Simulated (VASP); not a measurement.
# Na2LiI2 in VASP: relaxation of the atoms with PBE

Aim: the relaxation of the atoms of Na2LiI2 with PBE.

All numbers are computed with VASP 6.6.1; they aren't measurements. Logs are shortened: lines on timing, memory, paths and dates and some standing lists are left out, and cuts for length are marked.

## (1) The cell of the first run

The cell holds a slab with vacuum, 5 atoms: a = 4.577 Å, b = 4.577 Å, c = 20.606 Å, α = 90.00°, β = 90.00°, γ = 60.00°.

## (2) Relaxation of the atoms, PBE

Input file INCAR:

```
SYSTEM = Na2LiI2
PREC = Accurate
ENCUT = 650
EDIFF = 1E-7
ISMEAR = 1
SIGMA = 0.1
LREAL = .False.
LASPH = .True.
NELM = 120
ALGO = Normal
ISIF = 2
LWAVE = .False.
LCHARG = .False.
LDIPOL = .True.
IDIPOL = 3
DIPOL = 0.5 0.5 0.501
GGA = PE
IBRION = 2
NSW = 45
EDIFFG = -0.05
GGA_COMPAT = .False.
NELMIN = 4
NELMDL = -8
```

Input file KPOINTS:

```
regular mesh
0
Gamma
  4 4 1
  0 0 0
```

Input file POSCAR:

```
Na2LiI2
1.0
    4.5769610000      0.0000000000      0.0000000000
    2.2884805000      3.9637644981      0.0000000000
    0.0000000000      0.0000000000     20.6056095113
Na I Li
2 2 1
Selective dynamics
Direct
    0.0000000000      0.0000000000      0.3203011295  F F F
    0.3333333333      0.3333333333      0.5016630545  F F F
    0.6666666667      0.6666666667      0.4109820920  F F F
    0.0000000000      0.0000000000      0.5923440170  F F F
    0.5000000000      0.0000000000      0.6796988705  T T T
```

Potentials or basis: VASP PAW PBE potentials, release 64 (Na_pv, I, Li_sv).

Run with:

```console
> cat potpaw_PBE.64/Na_pv/POTCAR potpaw_PBE.64/I/POTCAR potpaw_PBE.64/Li_sv/POTCAR > POTCAR
> mpirun -np 1 vasp_std > vasp.out
```

OUTCAR:

```text
SYSTEM = Na2LiI2
   PREC = Accurate
   ENCUT = 650
   EDIFF = 1E-7
   ISMEAR = 1
   LREAL = .False.
   LASPH = .True.
   NELM = 120
   ISIF = 2
   GGA = PE
   IBRION = 2
   NSW = 45
   EDIFFG = -0.05
   NELMIN = 4
   NELMDL = -8

 ion  position               nearest neighbor table
   1  0.000  0.000  0.320-
   2  0.333  0.333  0.502-
   3  0.667  0.667  0.411-
   4  0.000  0.000  0.592-   5 2.91   5 2.91
   5  0.500  0.000  0.680-   4 2.91   4 2.91

  LATTYP: Found a hexagonal cell.
 ALAT       =     4.5769610000
 C/A-ratio  =     4.5020286411

  Lattice vectors:

 A1 = (  -2.2884805000,  -3.9637644981,   0.0000000000)
 A2 = (   4.5769610000,   0.0000000000,   0.0000000000)
 A3 = (   0.0000000000,   0.0000000000,  20.6056095113)

Analysis of symmetry for initial positions (statically):
=====================================================================
 Subroutine PRICEL returns:
 Original cell was already a primitive cell.

 Routine SETGRP: Setting up the symmetry group for a
 hexagonal supercell.

 Subroutine GETGRP returns: Found  2 space group operations
 (whereof  2 operations were pure point group operations)
 out of a pool of 24 trial point group operations.

The static configuration has the point symmetry C_1h.

Analysis of symmetry for dynamics (positions and initial velocities):
=====================================================================
 Subroutine PRICEL returns:
 Original cell was already a primitive cell.

 Routine SETGRP: Setting up the symmetry group for a
 hexagonal supercell.

 Subroutine GETGRP returns: Found  2 space group operations
 (whereof  2 operations were pure point group operations)
 out of a pool of 24 trial point group operations.

The dynamic configuration has the point symmetry C_1h.

Analysis of constrained symmetry for selective dynamics:
=====================================================================
 Subroutine PRICEL returns:
 Original cell was already a primitive cell.

 Routine SETGRP: Setting up the symmetry group for a
 hexagonal supercell.

 Subroutine GETGRP returns: Found  2 space group operations
 (whereof  2 operations were pure point group operations)
 out of a pool of 24 trial point group operations.

The constrained configuration has the point symmetry C_1h.

 Subroutine INISYM returns: Found  2 space group operations
 (whereof  2 operations are pure point group operations),
 and found     1 'primitive' translations

----------------------------------------------------------------------------------------

                                     Primitive cell

  volume of cell :     373.8269

  direct lattice vectors                    reciprocal lattice vectors
     4.576961000  0.000000000  0.000000000     0.218485585 -0.126142711  0.000000000
     2.288480500  3.963764498  0.000000000     0.000000000  0.252285422  0.000000000
     0.000000000  0.000000000 20.605609511     0.000000000  0.000000000  0.048530474

  length of vectors
     4.576961000  4.576961000 20.605609511     0.252285422  0.252285422  0.048530474

  position of ions in fractional coordinates (direct lattice)
     0.000000000  0.000000000  0.320301130
     0.333333333  0.333333333  0.501663054
     0.666666667  0.666666667  0.410982092
     0.000000000  0.000000000  0.592344017
     0.500000000  0.000000000  0.679698870

  ion indices of the primitive-cell ions
   primitive index   ion index
                 1           1
                 2           2
                 3           3
                 4           4
                 5           5

----------------------------------------------------------------------------------------

 KPOINTS: regular mesh

Automatic generation of k-mesh.
 Grid dimensions read from file:
 generate k-points for:    4    4    1

 Generating k-lattice:

  Cartesian coordinates                     Fractional coordinates (reciprocal lattice)
     0.054621396 -0.031535678  0.000000000     0.250000000  0.000000000  0.000000000
     0.000000000  0.063071356  0.000000000     0.000000000  0.250000000  0.000000000
     0.000000000  0.000000000  0.048530474     0.000000000  0.000000000  1.000000000

  Length of vectors
     0.063071356  0.063071356  0.048530474

  Shift w.r.t. Gamma in fractional coordinates (k-lattice)
     0.000000000  0.000000000  0.000000000

 Subroutine IBZKPT returns following result:
 ===========================================

 Found      7 irreducible k-points:

 Following reciprocal coordinates:
            Coordinates               Weight
  0.000000  0.000000  0.000000      1.000000
  0.250000  0.000000  0.000000      4.000000
  0.000000  0.250000  0.000000      2.000000
  0.500000  0.000000  0.000000      2.000000
  0.000000  0.500000  0.000000      1.000000
  0.500000  0.250000  0.000000      2.000000
  0.250000  0.500000  0.000000      4.000000
   k-points           NKPTS =      7   k-points in BZ     NKDIM =      7   number of bands    NBANDS=     19
   number of dos      NEDOS =    301   number of ions     NIONS =      5
   total plane-waves  NPLWV = 288000
   dimension x,y,z NGX =    40 NGY =   40 NGZ =  180
   dimension x,y,z NGXF=    80 NGYF=   80 NGZF=  360
   ions per type =               2   2   1
   NGX,Y,Z   is equivalent  to a cutoff of  14.53, 14.53, 14.52 a.u.
   NGXF,Y,Z  is equivalent  to a cutoff of  29.06, 29.06, 29.04 a.u.
 SYSTEM =  Na2LiI2
   PREC   = accura    normal or accurate (medium, high low for compatibility)
   ISTART =      0    job   : 0-new  1-cont  2-samecut
   ICHARG =      2    charge: 1-file 2-atom 10-const
   ISPIN  =      1    spin polarized calculation?
   LNONCOLLINEAR =      F non collinear calculations
   LSORBIT =      F    spin-orbit coupling
   LASPH  =      T    aspherical Exc in radial PAW
   ENCUT  =  650.0 eV  47.77 Ry    6.91 a.u.   9.51  9.51 42.83*2*pi/ulx,y,z
   NELM   =    120;   NELMIN=  4; NELMDL= -8     # of ELM steps
   EDIFF  = 0.1E-06   stopping-criterion for ELM
   LREAL  =      F    real-space projection
   EDIFFG = -.5E-01   stopping-criterion for IOM
   NSW    =     45    number of steps for IOM
   IBRION =      2    ionic relax: 0-MD 1-quasi-New 2-CG
   NFREE  =      1    steps in history (QN), initial steepest desc. (CG)
   ISIF   =      2    stress and relaxation
   ISYM   =      2    0-nonsym 1-usesym 2-fastsym
   POTIM  = 0.5000    time-step for ionic-motion
   TEBEG  =    0.0;   TEEND  =   0.0 temperature during run
   PSTRESS=    0.0 pullay stress
   NELECT =      31.0000    total number of electrons
   NUPDOWN=      -1.0000    fix difference up-down
   EMIN   =  10.00;   EMAX   =-10.00  energy-range for DOS
   EFERMI =   0.00;   METHOD = LEGACY
   ISMEAR =     1;   SIGMA  =   0.10  broadening in eV -4-tet -1-fermi 0-gaus
   EFERMI_NEDOS =   21; number of points for ismear=-14 and -15
   IALGO  =     38    algorithm
   IMIX   =      4    mixing-type and parameters
     AMIX     =   0.40;   BMIX     =  1.00
     AMIX_MAG =   1.60;   BMIX_MAG =  1.00
  volume/ion in A,a.u.               =      74.77       504.54
  Fermi-wavevector in a.u.,A,eV,Ry     =   0.713902  1.349079  6.934290  0.509656
  Thomas-Fermi vector in A             =   1.801661
   LORBIT       =      0    0 simple, 1 ext, 2 COOP (PROOUT), +10 PAW based schemes
   GGA     = PE    functional components
   LHFCALC =     F    Hartree Fock is set to
   AEXX    =    0.0000 exact exchange contribution
   IVDW    =     0    specifies the selected vdW correction
   LEPSILON=     F    determine dielectric tensor
   LRPA    =     F    only Hartree local field effects (RPA)
 conjugate gradient relaxation of ions
 non-spin polarized calculation
 Methfessel and Paxton  Order N= 1 SIGMA  =   0.10
  energy-cutoff  :      650.00
  volume of cell :      373.83
 maximum number of plane-waves:     14101
 NGX is ok and might be reduce to    40
   NGX = 19   NGY = 19   NGZ = 85

--------------------------------------- Ionic step        1  -------------------------------------------

 number of electron      30.9999998 magnetization

 Free energy of the ion-electron system (eV)
  ---------------------------------------------------
  ext. energy  EPLUGINS =         0.00000000
  ---------------------------------------------------
  free energy    TOTEN  =       -11.23994515 eV

  energy without entropy =      -11.23479262  energy(sigma->0) =      -11.23822764

------------------------ aborting loop because EDIFF is reached ----------------------------------------

  FORCE on cell =-STRESS in cart. coord.  units (eV):
  Direction    XX          YY          ZZ          XY          YZ          ZX
  --------------------------------------------------------------------------------------
  -------------------------------------------------------------------------------------
  Total       -0.8307855     -0.0185771      0.2479501      0.0000000     -0.1171298      0.0000000
  in kB       -3.5606475     -0.0796194      1.0626845      0.0000000     -0.5020042      0.0000000
  external PRESSURE =      -0.8591941 kB  Pullay stress =       0.0000000 kB
[... 137 lines left out ...]
  FREE ENERGIE OF THE ION-ELECTRON SYSTEM (eV)
  ---------------------------------------------------
  free  energy   TOTEN  =       -11.2478306758 eV

  energy  without entropy=      -11.2433750440  energy(sigma->0) =      -11.24634547

 dipolmoment           0.000000      0.000000      0.003276 electrons x Angstroem

--------------------------------------- Ionic step        5  -------------------------------------------

 number of electron      30.9999998 magnetization

 dipolmoment           0.000000      0.000000     -0.002493 electrons x Angstroem

 Free energy of the ion-electron system (eV)
  ---------------------------------------------------
  ext. energy  EPLUGINS =         0.00000000
  ---------------------------------------------------
  free energy    TOTEN  =       -11.25090541 eV

  energy without entropy =      -11.24732553  energy(sigma->0) =      -11.24971212

 E-fermi :   0.1539     XC(G=0):  -4.2159

 val. band max:        0.1036712456   @ k =   0.0000   0.2500   0.0000
 cond. band min:       0.2098147790   @ k =   0.0000   0.2500   0.0000
 fundamental gap:      0.1061435334
 Fermi energy:         0.1539173394

 k-point     1 :       0.0000    0.0000    0.0000
  band No.  band energies     occupation
      1     -49.1040      2.00000
      2     -25.9721      2.00000
      3     -25.9622      2.00000
      4     -25.9613      2.00000
      5     -25.9417      2.00000
      6     -25.9381      2.00000
[... 11 lines left out ...]
     18       0.9781     -0.00000
     19       1.4751     -0.00000
[... 117 lines left out ...]
      5     -25.9411      2.00000
      6     -25.9404      2.00000
[... 11 lines left out ...]
     18       1.9930     -0.00000
     19       2.2212      0.00000

------------------------ aborting loop because EDIFF is reached ----------------------------------------

 vacuum level on the upper side and lower side of the slab       (xc-potential included)        -0.515        -0.509

  FORCE on cell =-STRESS in cart. coord.  units (eV):
  Direction    XX          YY          ZZ          XY          YZ          ZX
  --------------------------------------------------------------------------------------
  -------------------------------------------------------------------------------------
  Total       -0.5201350      0.0716067      0.6552107      0.0000000     -0.1429047      0.0000000
  in kB       -2.2292363      0.3068976      2.8081547      0.0000000     -0.6124724      0.0000000
  external PRESSURE =       0.2952720 kB  Pullay stress =       0.0000000 kB

 VOLUME and BASIS-vectors are now :
 -----------------------------------------------------------------------------
  energy-cutoff  :      650.00
  volume of cell :      373.83
      direct lattice vectors                 reciprocal lattice vectors
     4.576961000  0.000000000  0.000000000     0.218485585 -0.126142711  0.000000000
     2.288480500  3.963764498  0.000000000     0.000000000  0.252285422  0.000000000
     0.000000000  0.000000000 20.605609511     0.000000000  0.000000000  0.048530474
[... 11 lines left out ...]
  FREE ENERGIE OF THE ION-ELECTRON SYSTEM (eV)
  ---------------------------------------------------
  free  energy   TOTEN  =       -11.2509054128 eV

  energy  without entropy=      -11.2473255335  energy(sigma->0) =      -11.24971212

 reached required accuracy - stopping structural energy minimisation

 vacuum level on the upper side and lower side of the slab         2.671         2.679
```

It took 24 min on 1 thread of Intel Xeon 8259CL, shared host; peak memory 0.7 GiB.

What came out:

```yaml
Free_energy: -11.2509 eV
Energy_gained_by_relaxing: 2.2 meV/atom
Ionic_steps: 5
Band_gap_on_the_k_mesh: zero (an odd number of electrons rules out a gap without spin polarisation)
```

Step by step:
```tsv
step	energy change (eV)	largest force on free atoms (eV/Å)	pressure (GPa)
1	0.0000	0.1451	-0.09
2	-0.0010	0.1388	-0.08
3	-0.0037	0.1195	-0.07
4	-0.0079	0.0798	-0.04
5	-0.0110	0.0233	0.03
```

Final structure:
```cif
data_structure
_symmetry_space_group_name_H-M 'P 1'
_symmetry_Int_Tables_number 1
_cell_length_a 4.5770
_cell_length_b 4.5770
_cell_length_c 20.6056
_cell_angle_alpha 90.000
_cell_angle_beta 90.000
_cell_angle_gamma 60.000
_cell_volume 373.83
loop_
_atom_site_label
_atom_site_type_symbol
_atom_site_fract_x
_atom_site_fract_y
_atom_site_fract_z
_atom_site_occupancy
Na1 Na 0.00000 0.00000 0.32030 1
Na2 Na 0.33333 0.33333 0.50166 1
I1 I 0.66667 0.66667 0.41098 1
I2 I 0.00000 0.00000 0.59234 1
Li1 Li 0.50195 0.99609 0.67226 1
```

Levels at points of the mesh, in eV from the Fermi level:
```tsv
k point	band 13	band 14	band 15	band 16	band 17	band 18
(0.00, 0.00, 0.00)	-3.92	-3.73	-3.71	-0.81	-0.34	0.82
(0.50, 0.00, 0.00)	-4.44	-4.36	-4.07	0.71	0.91	1.21
(0.00, 0.50, 0.00)	-4.74	-4.37	-4.10	0.59	0.91	1.25
```

Caveat: the k points lie up to 0.40 Å⁻¹ apart, too coarse for converged energies and pressures of a metal; spin-orbit coupling is left out, which moves the levels of the heavy elements; an odd number of electrons without spin polarisation forces a metal; a magnetic or distorted state may lie lower.

The gap in the log of VASP goes by the Fermi energy; the results here count the filled bands.